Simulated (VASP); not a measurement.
## HgTe (Coloradoite): single point with PBEsol

HgTe (Coloradoite):

```
Hg Te
1.0
     0.00000    3.21450    3.21450
     3.21450    0.00000    3.21450
     3.21450    3.21450    0.00000
Hg Te
1 1
Direct
  0.00000 0.00000 0.00000
  0.75000 0.75000 0.75000
```

```json
{
  "Program": "VASP 6.6.1",
  "Task": "single point",
  "Functional": "PBEsol",
  "Potentials or basis": "VASP PAW PBE potentials, release 64 (Hg, Te)",
  "Cutoff": "520 eV",
  "k mesh": "4 × 4 × 4",
  "Occupations": "fermi-dirac, width 0.03 eV",
  "Spin": "no spin polarisation"
}
```

```
Pressure               : 2.4 GPa
Band gap on the k mesh : zero (filled and empty bands touch)
```

Levels at points of the mesh, in eV from the Fermi level:
| k point | band 5 | band 6 | band 7 | band 8 | band 9 | band 10 | band 11 | band 12 | band 13 | band 14 |
| --- | --- | --- | --- | --- | --- | --- | --- | --- | --- | --- |
| (0.00, 0.00, 0.00) | -6.94 | -6.94 | -0.80 | -0.02 | -0.02 | -0.02 | 4.11 | 4.11 | 4.11 | 6.27 |
| (0.50, 0.00, 0.00) | -6.92 | -6.62 | -5.68 | -1.05 | -1.05 | 0.60 | 4.92 | 4.92 | 6.68 | 7.80 |
| (0.50, 0.50, 0.00) | -6.87 | -6.47 | -5.60 | -2.39 | -2.39 | 1.80 | 2.30 | 8.15 | 8.85 | 8.85 |

Wall time 10 s on 1 thread of Intel(R) Xeon(R) 6975P-C (Granite Rapids), with other jobs on the host, peak memory 0.2 GiB.

Caveat: the k points lie up to 0.42 Å⁻¹ apart; the PAW data sets were made with another functional, which shifts forces and pressure a little; spin-orbit coupling is left out, which moves the levels of the heavy elements.
